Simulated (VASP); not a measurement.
# ZrN (Fm-3m) in VASP: single point with PBEsol

Aim: the single point of ZrN with PBEsol.

All numbers are computed with VASP 6.6.1; they aren't measurements. Logs are shortened: lines on timing, memory, paths and dates and some standing lists are left out, and cuts for length are marked.

### Step 1. The cell of the first run

Symmetry: Fm-3m, No. 225, cubic system. Conventional cell: a = 4.600 Å, b = 4.600 Å, c = 4.600 Å, α = 90.00°, β = 90.00°, γ = 90.00°. Within 3.0 Å of Zr (site symmetry m-3m) lie 6 N at 2.30 Å. Within 3.0 Å of N (site symmetry m-3m) lie 6 Zr at 2.30 Å.

### Step 2. Single point, PBEsol

Input file INCAR:

```
SYSTEM = ZrN
PREC = Accurate
ENCUT = 600
EDIFF = 1E-6
ISMEAR = 1
SIGMA = 0.1
LREAL = .FALSE.
LASPH = .TRUE.
NELM = 120
ALGO = Normal
ISIF = 2
LWAVE = .FALSE.
LCHARG = .FALSE.
GGA = PS
NBANDS = 16
GGA_COMPAT = .FALSE.
```

Input file KPOINTS:

```
regular mesh
0
G
  9 9 9
  0 0 0
```

Input file POSCAR:

```
ZrN
1.0
    0.0000000000      2.3000000000      2.3000000000
    2.3000000000      0.0000000000      2.3000000000
    2.3000000000      2.3000000000      0.0000000000
Zr N
1 1
Direct
    0.5000000000      0.5000000000      0.5000000000
    0.0000000000      0.0000000000      0.0000000000
```

Potentials or basis: VASP PAW PBE potentials, release 64 (Zr_sv, N).

Started as:

```
$ cat potpaw_PBE.64/Zr_sv/POTCAR potpaw_PBE.64/N/POTCAR > POTCAR
$ mpirun -np 1 vasp_std > vasp.out
```

OUTCAR:

```text
SYSTEM = ZrN
   PREC = Accurate
   ENCUT = 600
   EDIFF = 1E-6
   ISMEAR = 1
   LREAL = .FALSE.
   LASPH = .TRUE.
   NELM = 120
   ISIF = 2
   GGA = PS

 ion  position               nearest neighbor table
   1  0.500  0.500  0.500-   2 2.30   2 2.30   2 2.30   2 2.30   2 2.30   2 2.30
   2  0.000  0.000  0.000-   1 2.30   1 2.30   1 2.30   1 2.30   1 2.30   1 2.30

  LATTYP: Found a face centered cubic cell.
 ALAT       =     4.6000000000

  Lattice vectors:

 A1 = (   0.0000000000,   2.3000000000,   2.3000000000)
 A2 = (   2.3000000000,   0.0000000000,   2.3000000000)
 A3 = (   2.3000000000,   2.3000000000,   0.0000000000)

Analysis of symmetry for initial positions (statically):
=====================================================================
 Subroutine PRICEL returns:
 Original cell was already a primitive cell.

 Routine SETGRP: Setting up the symmetry group for a
 face centered cubic supercell.

 Subroutine GETGRP returns: Found 48 space group operations
 (whereof 48 operations were pure point group operations)
 out of a pool of 48 trial point group operations.

The static configuration has the point symmetry O_h .

Analysis of symmetry for dynamics (positions and initial velocities):
=====================================================================
 Subroutine PRICEL returns:
 Original cell was already a primitive cell.

 Routine SETGRP: Setting up the symmetry group for a
 face centered cubic supercell.

 Subroutine GETGRP returns: Found 48 space group operations
 (whereof 48 operations were pure point group operations)
 out of a pool of 48 trial point group operations.

The dynamic configuration has the point symmetry O_h .

 Subroutine INISYM returns: Found 48 space group operations
 (whereof 48 operations are pure point group operations),
 and found     1 'primitive' translations

----------------------------------------------------------------------------------------

                                     Primitive cell

  volume of cell :      24.3340

  direct lattice vectors                    reciprocal lattice vectors
     0.000000000  2.300000000  2.300000000    -0.217391304  0.217391304  0.217391304
     2.300000000  0.000000000  2.300000000     0.217391304 -0.217391304  0.217391304
     2.300000000  2.300000000  0.000000000     0.217391304  0.217391304 -0.217391304

  length of vectors
     3.252691193  3.252691193  3.252691193     0.376532784  0.376532784  0.376532784

  position of ions in fractional coordinates (direct lattice)
     0.500000000  0.500000000  0.500000000
     0.000000000  0.000000000  0.000000000

  ion indices of the primitive-cell ions
   primitive index   ion index
                 1           1
                 2           2

----------------------------------------------------------------------------------------

 KPOINTS: regular mesh

Automatic generation of k-mesh.
 Grid dimensions read from file:
 generate k-points for:    9    9    9

 Generating k-lattice:

  Cartesian coordinates                     Fractional coordinates (reciprocal lattice)
    -0.024154589  0.024154589  0.024154589     0.111111111  0.000000000  0.000000000
     0.024154589 -0.024154589  0.024154589     0.000000000  0.111111111  0.000000000
     0.024154589  0.024154589 -0.024154589     0.000000000  0.000000000  0.111111111

  Length of vectors
     0.041836976  0.041836976  0.041836976

  Shift w.r.t. Gamma in fractional coordinates (k-lattice)
     0.000000000  0.000000000  0.000000000

 Subroutine IBZKPT returns following result:
 ===========================================

 Found     35 irreducible k-points:

 Following reciprocal coordinates:
            Coordinates               Weight
  0.000000  0.000000  0.000000      1.000000
  0.111111  0.000000  0.000000      8.000000
  0.222222  0.000000  0.000000      8.000000
  0.333333  0.000000  0.000000      8.000000
  0.444444  0.000000  0.000000      8.000000
  0.111111  0.111111  0.000000      6.000000
[... 16 lines left out ...]
 -0.333333  0.333333  0.000000     12.000000
  0.444444  0.444444  0.000000      6.000000
 [... further k-points ...]
   k-points           NKPTS =     35   k-points in BZ     NKDIM =     35   number of bands    NBANDS=     16
   number of dos      NEDOS =    301   number of ions     NIONS =      2
   total plane-waves  NPLWV =  21952
   dimension x,y,z NGX =    28 NGY =   28 NGZ =   28
   dimension x,y,z NGXF=    56 NGYF=   56 NGZF=   56
   ions per type =               1   1
   NGX,Y,Z   is equivalent  to a cutoff of  14.31, 14.31, 14.31 a.u.
   NGXF,Y,Z  is equivalent  to a cutoff of  28.62, 28.62, 28.62 a.u.
 SYSTEM =  ZrN
   PREC   = accura    normal or accurate (medium, high low for compatibility)
   ISTART =      0    job   : 0-new  1-cont  2-samecut
   ICHARG =      2    charge: 1-file 2-atom 10-const
   ISPIN  =      1    spin polarized calculation?
   LNONCOLLINEAR =      F non collinear calculations
   LSORBIT =      F    spin-orbit coupling
   LASPH  =      T    aspherical Exc in radial PAW
   ENCUT  =  600.0 eV  44.10 Ry    6.64 a.u.   6.50  6.50  6.50*2*pi/ulx,y,z
   NELM   =    120;   NELMIN=  2; NELMDL= -5     # of ELM steps
   EDIFF  = 0.1E-05   stopping-criterion for ELM
   LREAL  =      F    real-space projection
   EDIFFG = 0.1E-04   stopping-criterion for IOM
   NSW    =      0    number of steps for IOM
   IBRION =     -1    ionic relax: 0-MD 1-quasi-New 2-CG
   NFREE  =      0    steps in history (QN), initial steepest desc. (CG)
   ISIF   =      2    stress and relaxation
   ISYM   =      2    0-nonsym 1-usesym 2-fastsym
   POTIM  = 0.5000    time-step for ionic-motion
   TEBEG  =    0.0;   TEEND  =   0.0 temperature during run
   PSTRESS=    0.0 pullay stress
   NELECT =      17.0000    total number of electrons
   NUPDOWN=      -1.0000    fix difference up-down
   EMIN   =  10.00;   EMAX   =-10.00  energy-range for DOS
   EFERMI =   0.00;   METHOD = LEGACY
   ISMEAR =     1;   SIGMA  =   0.10  broadening in eV -4-tet -1-fermi 0-gaus
   EFERMI_NEDOS =   21; number of points for ismear=-14 and -15
   IALGO  =     38    algorithm
   IMIX   =      4    mixing-type and parameters
     AMIX     =   0.40;   BMIX     =  1.00
     AMIX_MAG =   1.60;   BMIX_MAG =  1.00
  volume/ion in A,a.u.               =      12.17        82.11
  Fermi-wavevector in a.u.,A,eV,Ry     =   1.452624  2.745062 28.709889  2.110117
  Thomas-Fermi vector in A             =   2.569985
   LORBIT       =      0    0 simple, 1 ext, 2 COOP (PROOUT), +10 PAW based schemes
   GGA     = PS    functional components
   LHFCALC =     F    Hartree Fock is set to
   AEXX    =    0.0000 exact exchange contribution
   IVDW    =     0    specifies the selected vdW correction
   LEPSILON=     F    determine dielectric tensor
   LRPA    =     F    only Hartree local field effects (RPA)
 non-spin polarized calculation
 Methfessel and Paxton  Order N= 1 SIGMA  =   0.10
  energy-cutoff  :      600.00
  volume of cell :       24.33
 maximum number of plane-waves:       869
 NGX is ok and might be reduce to    28
   NGX = 13   NGY = 13   NGZ = 13

 number of electron      17.0000000 magnetization

 Free energy of the ion-electron system (eV)
  ---------------------------------------------------
  ext. energy  EPLUGINS =         0.00000000
  ---------------------------------------------------
  free energy    TOTEN  =       -21.54115230 eV

  energy without entropy =      -21.53957668  energy(sigma->0) =      -21.54062709

 E-fermi :  11.6503     XC(G=0): -12.6288

 val. band max:       11.6285498742   @ k =   0.1111   0.0000   0.0000
 cond. band min:      11.6632373337   @ k =   0.4444   0.2222   0.1111
 fundamental gap:      0.0346874595
 Fermi energy:        11.6503473150

 k-point     1 :       0.0000    0.0000    0.0000
  band No.  band energies     occupation
      1     -37.7858      2.00000
      2     -15.4448      2.00000
      3     -15.4448      2.00000
      4     -15.4448      2.00000
      5      -4.4720      2.00000
      6       9.0703      2.00000
[... 8 lines left out ...]
     15      20.7919      0.00000
     16      34.0420      0.00000

 k-point     2 :       0.1111    0.0000    0.0000
  band No.  band energies     occupation
      1     -37.7700      2.00000
      2     -15.5922      2.00000
      3     -15.4558      2.00000
      4     -15.4558      2.00000
      5      -4.2277      2.00000
      6       8.1227      2.00000
[... 8 lines left out ...]
     15      21.5976      0.00000
     16      31.7031      0.00000

 k-point     3 :       0.2222    0.0000    0.0000
  band No.  band energies     occupation
      1     -37.7295      2.00000
      2     -15.9462      2.00000
      3     -15.4835      2.00000
      4     -15.4835      2.00000
      5      -3.6062      2.00000
      6       6.4872      2.00000
[... 8 lines left out ...]
     15      23.3287      0.00000
     16      29.2355      0.00000

 k-point     4 :       0.3333    0.0000    0.0000
  band No.  band energies     occupation
      1     -37.6830      2.00000
      2     -16.3207      2.00000
      3     -15.5148      2.00000
      4     -15.5148      2.00000
      5      -2.8702      2.00000
      6       5.0424      2.00000
[... 8 lines left out ...]
     15      24.0140      0.00000
     16      26.3386      0.00000

 k-point     5 :       0.4444    0.0000    0.0000
  band No.  band energies     occupation
      1     -37.6524      2.00000
      2     -16.5518      2.00000
      3     -15.5349      2.00000
      4     -15.5349      2.00000
      5      -2.3483      2.00000
      6       4.1729      2.00000
[... 8 lines left out ...]
     15      24.1630      0.00000
     16      24.1630      0.00000

 k-point     6 :       0.1111    0.1111    0.0000
  band No.  band energies     occupation
      1     -37.7647      2.00000
      2     -15.5847      2.00000
      3     -15.4864      2.00000
      4     -15.4864      2.00000
      5      -4.1689      2.00000
      6       7.4597      2.00000
[... 8 lines left out ...]
     15      21.8588      0.00000
     16      31.4333      0.00000

 k-point     7 :       0.2222    0.1111    0.0000
  band No.  band energies     occupation
      1     -37.7325      2.00000
      2     -15.8439      2.00000
      3     -15.5291      2.00000
      4     -15.5073      2.00000
      5      -3.7392      2.00000
      6       6.3803      2.00000
[... 8 lines left out ...]
     15      23.3292      0.00000
     16      28.8786      0.00000

 k-point     8 :       0.3333    0.1111    0.0000
  band No.  band energies     occupation
      1     -37.6880      2.00000
      2     -16.1925      2.00000
      3     -15.5637      2.00000
      4     -15.5444      2.00000
      5      -3.1385      2.00000
      6       5.3950      2.00000
[... 8 lines left out ...]
     15      24.1961      0.00000
     16      26.5675      0.00000

 k-point     9 :       0.4444    0.1111    0.0000
  band No.  band energies     occupation
      1     -37.6521      2.00000
      2     -16.4551      2.00000
      3     -15.5936      2.00000
      4     -15.5744      2.00000
      5      -2.6285      2.00000
      6       4.6271      2.00000
[... 8 lines left out ...]
     15      23.7918      0.00000
     16      24.6308      0.00000
[... 172 lines left out ...]
 k-point    19 :      -0.2222    0.2222    0.0000
  band No.  band energies     occupation
      1     -37.6663      2.00000
      2     -16.2140      2.00000
      3     -15.7764      2.00000
      4     -15.5114      2.00000
      5      -2.9559      2.00000
      6       5.1473      2.00000
[... 8 lines left out ...]
     15      24.2900      0.00000
     16      24.4082      0.00000

 k-point    20 :       0.3333    0.3333    0.0000
  band No.  band energies     occupation
      1     -37.6499      2.00000
      2     -16.1782      2.00000
      3     -15.7089      2.00000
      4     -15.7089      2.00000
      5      -3.6077      2.00000
      6       5.9665      2.00000
[... 8 lines left out ...]
     15      24.8697      0.00000
     16      27.0462      0.00000

 k-point    21 :       0.4444    0.3333    0.0000
  band No.  band energies     occupation
      1     -37.6244      2.00000
      2     -16.2738      2.00000
      3     -15.7969      2.00000
      4     -15.7377      2.00000
      5      -3.6146      2.00000
      6       6.3679      2.00000
[... 8 lines left out ...]
     15      23.0056      0.00000
     16      26.5376      0.00000

 k-point    22 :      -0.4444    0.3333    0.0000
  band No.  band energies     occupation
      1     -37.6105      2.00000
      2     -16.2620      2.00000
      3     -15.9678      2.00000
      4     -15.7143      2.00000
      5      -3.4151      2.00000
      6       6.3174      2.00000
[... 8 lines left out ...]
     15      22.3366      0.00000
     16      25.2745      0.00000

 k-point    23 :      -0.3333    0.3333    0.0000
  band No.  band energies     occupation
      1     -37.6149      2.00000
      2     -16.1893      2.00000
      3     -16.0944      2.00000
      4     -15.6490      2.00000
      5      -3.0894      2.00000
      6       5.5627      2.00000
[... 8 lines left out ...]
     15      22.7580      0.00000
     16      23.0294      0.00000

 k-point    24 :       0.4444    0.4444    0.0000
  band No.  band energies     occupation
      1     -37.6099      2.00000
      2     -16.3332      2.00000
      3     -15.7850      2.00000
      4     -15.7850      2.00000
      5      -3.8702      2.00000
      6       6.9333      2.00000
[... 8 lines left out ...]
     15      21.9542      0.00000
     16      27.1869      0.00000

 [... further k-points ...]
[... 5 lines left out ...]
  --------------------------------------------------------------------------------------
  -------------------------------------------------------------------------------------
  Total       -1.1624095     -1.1624095     -1.1624095      0.0000000      0.0000000     -0.0000000
  in kB      -76.5343194    -76.5343194    -76.5343194      0.0000000      0.0000000     -0.0000000
  external PRESSURE =     -76.5343194 kB  Pullay stress =       0.0000000 kB

 VOLUME and BASIS-vectors are now :
 -----------------------------------------------------------------------------
  energy-cutoff  :      600.00
  volume of cell :       24.33
      direct lattice vectors                 reciprocal lattice vectors
     0.000000000  2.300000000  2.300000000    -0.217391304  0.217391304  0.217391304
     2.300000000  0.000000000  2.300000000     0.217391304 -0.217391304  0.217391304
     2.300000000  2.300000000  0.000000000     0.217391304  0.217391304 -0.217391304

 POSITION                                       TOTAL-FORCE (eV/Angst)
 -----------------------------------------------------------------------------------
      2.30000      2.30000      2.30000         0.000000      0.000000      0.000000
      0.00000      0.00000      0.00000         0.000000      0.000000      0.000000
 -----------------------------------------------------------------------------------
    total drift:                                0.000000      0.000000      0.000000

  FREE ENERGIE OF THE ION-ELECTRON SYSTEM (eV)
  ---------------------------------------------------
  free  energy   TOTEN  =       -21.5411522987 eV

  energy  without entropy=      -21.5395766770  energy(sigma->0) =      -21.54062709
```

It took 12 s on 1 thread of AMD EPYC 9R45 (Zen 5), shared host; peak memory 0.13 GiB.

What came out:

| Item | Value |
| --- | --- |
| Free energy | -21.5412 eV |
| Pressure | -7.7 GPa |

Levels at points of the mesh, in eV from the Fermi level:
| k point | band 5 | band 6 | band 7 | band 8 | band 9 | band 10 | band 11 | band 12 | band 13 | band 14 |
| --- | --- | --- | --- | --- | --- | --- | --- | --- | --- | --- |
| (0.00, 0.00, 0.00) | -16.12 | -2.58 | -2.58 | -2.58 | -0.37 | -0.37 | -0.37 | 1.59 | 1.59 | 2.81 |

Caveat: the PAW data sets were made with another functional, which shifts forces and pressure a little.
